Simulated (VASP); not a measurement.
# Cs (P6/mmm) in VASP: a series of runs, part 2 of 2

VASP 6.6.1.

## (5) Single point, PBEsol (117.75 Å³/atom)

This run uses another cell than the first one, of 117.75 Å³/atom.

The input, INCAR:

```
PREC = Accurate
ENCUT = 520
EDIFF = 1E-6
ISMEAR = -1
SIGMA = 0.1
LREAL = F
LASPH = T
NELM = 100
ALGO = Normal
ISIF = 2
LWAVE = F
LCHARG = F
GGA = PS
NBANDS = 20
```

The input, KPOINTS:

```
Automatic mesh
0
Gamma
  5 5 7
```

The input, POSCAR:

```
Cs
1.0
    8.8162540622      0.0000000000      0.0000000000
   -4.4081270311      7.6350999840      0.0000000000
    0.0000000000      0.0000000000      5.2476817167
Cs
3
Direct
    0.0000000000      0.0000000000      0.0000000000
    0.3333333333      0.6666666667      0.5000000000
    0.6666666667      0.3333333333      0.5000000000
```

Potentials or basis: VASP PAW PBE potentials, release 64 (Cs_sv).

The run is started by

```bash
cat potpaw_PBE.64/Cs_sv/POTCAR > POTCAR
mpirun -np 1 vasp_std > vasp.out
```

OUTCAR:

```text
PREC = Accurate
   ENCUT = 520
   EDIFF = 1E-6
   ISMEAR = -1
   LREAL = F
   LASPH = T
   NELM = 100
   ISIF = 2
   GGA = PS

 ion  position               nearest neighbor table
   1  0.000  0.000  0.000-
   2  0.333  0.667  0.500-
   3  0.667  0.333  0.500-

  LATTYP: Found a hexagonal cell.
 ALAT       =     8.8162540622
 C/A-ratio  =     0.5952280503

  Lattice vectors:

 A1 = (   8.8162540622,   0.0000000000,   0.0000000000)
 A2 = (  -4.4081270311,   7.6350999840,   0.0000000000)
 A3 = (   0.0000000000,   0.0000000000,   5.2476817167)

Analysis of symmetry for initial positions (statically):
=====================================================================
 Subroutine PRICEL returns:
 Original cell was already a primitive cell.

 Routine SETGRP: Setting up the symmetry group for a
 hexagonal supercell.

 Subroutine GETGRP returns: Found 24 space group operations
 (whereof 24 operations were pure point group operations)
 out of a pool of 24 trial point group operations.

The static configuration has the point symmetry D_6h.

[... 153 lines left out ...]
  free energy    TOTEN  =        -2.85484002 eV

  energy without entropy =       -2.73719490  energy(sigma->0) =       -2.79601746

 E-fermi :   0.3085     XC(G=0):  -5.4139

 val. band max:        0.3049803212   @ k =   0.2000   0.2000   0.1429
 cond. band min:       0.3817607789   @ k =   0.4000   0.0000   0.0000
 fundamental gap:      0.0767804576
 Fermi energy:         0.3084797212

 k-point     1 :       0.0000    0.0000    0.0000
  band No.  band energies     occupation
      1     -23.5773      2.00000
      2     -23.5693      2.00000
      3     -23.4949      2.00000
      4     -10.4081      2.00000
      5     -10.4081      2.00000
      6     -10.3323      2.00000
[... 449 lines left out ...]
     19       1.8701      0.00000
     20       2.2631      0.00000

------------------------ aborting loop because EDIFF is reached ----------------------------------------

  FORCE on cell =-STRESS in cart. coord.  units (eV):
  Direction    XX          YY          ZZ          XY          YZ          ZX
  --------------------------------------------------------------------------------------
  -------------------------------------------------------------------------------------
  Total       -0.3225678     -0.3225678     -0.2702499      0.0000000      0.0000000      0.0000000
  in kB       -1.4630704     -1.4630704     -1.2257724      0.0000000      0.0000000      0.0000000
  external PRESSURE =      -1.3839711 kB  Pullay stress =       0.0000000 kB

 VOLUME and BASIS-vectors are now :
 -----------------------------------------------------------------------------
  energy-cutoff  :      520.00
  volume of cell :      353.24
      direct lattice vectors                 reciprocal lattice vectors
     8.816254062  0.000000000  0.000000000     0.113426858  0.065487027  0.000000000
    -4.408127031  7.635099984  0.000000000     0.000000000  0.130974054  0.000000000
     0.000000000  0.000000000  5.247681717     0.000000000  0.000000000  0.190560338

 POSITION                                       TOTAL-FORCE (eV/Angst)
 -----------------------------------------------------------------------------------
      0.00000      0.00000      0.00000         0.000000      0.000000      0.000000
     -0.00000      5.09007      2.62384         0.000000     -0.000000      0.000000
      4.40813      2.54503      2.62384        -0.000000      0.000000     -0.000000
 -----------------------------------------------------------------------------------
    total drift:                                0.000000     -0.000000     -0.000000

  FREE ENERGIE OF THE ION-ELECTRON SYSTEM (eV)
  ---------------------------------------------------
  free  energy   TOTEN  =        -2.8548400163 eV

  energy  without entropy=       -2.7371949026  energy(sigma->0) =       -2.79601746
```

stdout:

```text
POSCAR found type information on POSCAR Cs
 POSCAR found :  1 types and       3 ions
 scaLAPACK will be used
 -----------------------------------------------------------------------------
|                                                                             |
|                                                                             |
|     You enforced a specific xc type in the INCAR file but a different       |
|     I HOPE YOU KNOW WHAT YOU ARE DOING!                                     |
|                                                                             |
 -----------------------------------------------------------------------------

 LDA part: xc-table for (Slater+PW92), standard interpolation
 POSCAR, INCAR and KPOINTS ok, starting setup
 FFT: planning ... GRIDC
 FFT: planning ... GRID_SOFT
 FFT: planning ... GRID
 WAVECAR not read
 entering main loop
```

It took 61 s on 1 thread of AMD EPYC 9R45 (Zen 5), shared host; peak memory 0.44 GiB.

What came out:

```yaml
Free_energy: -2.8548 eV
Pressure: -0.1 GPa
Band_gap_on_the_k_mesh: zero (an odd number of electrons rules out a gap without spin polarisation)
```

Levels at points of the mesh, in eV from the Fermi level:
| k point | band 11 | band 12 | band 13 | band 14 | band 15 | band 16 |
| --- | --- | --- | --- | --- | --- | --- |
| (0.00, 0.00, 0.00) | -10.57 | -10.54 | -1.65 | 0.70 | 0.87 | 0.87 |

Caveat: the PAW data sets were made with another functional, which shifts forces and pressure a little; spin-orbit coupling is left out, which moves the levels of the heavy elements.

## (6) Single point, PBEsol (122.11 Å³/atom)

This run uses another cell than the first one, of 122.11 Å³/atom.

The input, INCAR:

```
SYSTEM = Cs
PREC     = Accurate       ! precision mode
ENCUT    = 520            ! plane-wave cutoff, eV
EDIFF    = 1E-6           ! SCF threshold, eV
ISMEAR   = -1             ! smearing method
SIGMA    = 0.1            ! smearing width, eV
LREAL    = .False.        ! projectors in reciprocal space
LASPH    = .True.         ! aspherical terms in the spheres
NELM     = 60             ! most SCF steps
ALGO     = Normal         ! electronic algorithm
ISIF     = 2              ! what is computed and relaxed
LWAVE    = .False.        ! write WAVECAR
LCHARG   = .True.         ! write CHGCAR
GGA      = PS             ! functional
LELF     = .True.         ! ELF
LVHAR    = .True.       
NBANDS   = 20             ! bands
```

The input, KPOINTS:

```
Automatic mesh
0
Gamma
  5 5 7
  0 0 0
```

The input, POSCAR:

```
Cs
1.0
    8.9237799528      0.0000000000      0.0000000000
   -4.4618899764      7.7282201369      0.0000000000
    0.0000000000      0.0000000000      5.3116841429
Cs
3
Direct
    0.0000000000      0.0000000000      0.0000000000
    0.3333333333      0.6666666667      0.5000000000
    0.6666666667      0.3333333333      0.5000000000
```

Potentials or basis: VASP PAW PBE potentials, release 64 (Cs_sv).

The run is started by

```bash
cat potpaw_PBE.64/Cs_sv/POTCAR > POTCAR
mpirun -np 1 vasp_std > vasp.out
```

It took 65 s on 1 thread of AMD EPYC 9R45 (Zen 5), shared host; peak memory 0.44 GiB.

Results (log left out):

```yaml
Free_energy: -2.8419 eV
Pressure: -0.2 GPa
Band_gap_on_the_k_mesh: zero (an odd number of electrons rules out a gap without spin polarisation)
```

Levels at points of the mesh, in eV from the Fermi level:
| k point | band 9 | band 10 | band 11 | band 12 | band 13 | band 14 | band 15 | band 16 | band 17 | band 18 |
| --- | --- | --- | --- | --- | --- | --- | --- | --- | --- | --- |
| (0.00, 0.00, 0.00) | -10.63 | -10.60 | -10.60 | -10.57 | -1.61 | 0.71 | 0.86 | 0.86 | 0.87 | 0.87 |

Caveat: the PAW data sets were made with another functional, which shifts forces and pressure a little; spin-orbit coupling is left out, which moves the levels of the heavy elements.

## (7) Overview

```csv
cell,gap on the mesh (eV),pressure (GPa)
"a = 8.477, b = 8.477, c = 5.046 Å, angles 90.0, 90.0, 120.0°, 3 atoms",none,0.1
"a = 8.593, b = 8.593, c = 5.115 Å, angles 90.0, 90.0, 120.0°, 3 atoms",none,0.0
"a = 8.706, b = 8.706, c = 5.182 Å, angles 90.0, 90.0, 120.0°, 3 atoms",none,-0.1
"a = 8.816, b = 8.816, c = 5.248 Å, angles 90.0, 90.0, 120.0°, 3 atoms",none,-0.1
"a = 8.924, b = 8.924, c = 5.312 Å, angles 90.0, 90.0, 120.0°, 3 atoms",none,-0.2
```

Alike in all rows: task single point; level PBEsol; potentials or basis VASP PAW PBE potentials, release 64 (Cs_sv); no spin polarisation; k mesh 5 × 5 × 7; cutoff (eV) 520; smearing fermi-dirac 0.1 eV.

Caveats: the PAW data sets were made with another functional, which shifts forces and pressure a little; spin-orbit coupling is left out, which moves the levels of the heavy elements.

Total energies depend on the potentials used, so only differences within one code and one set of settings carry meaning.
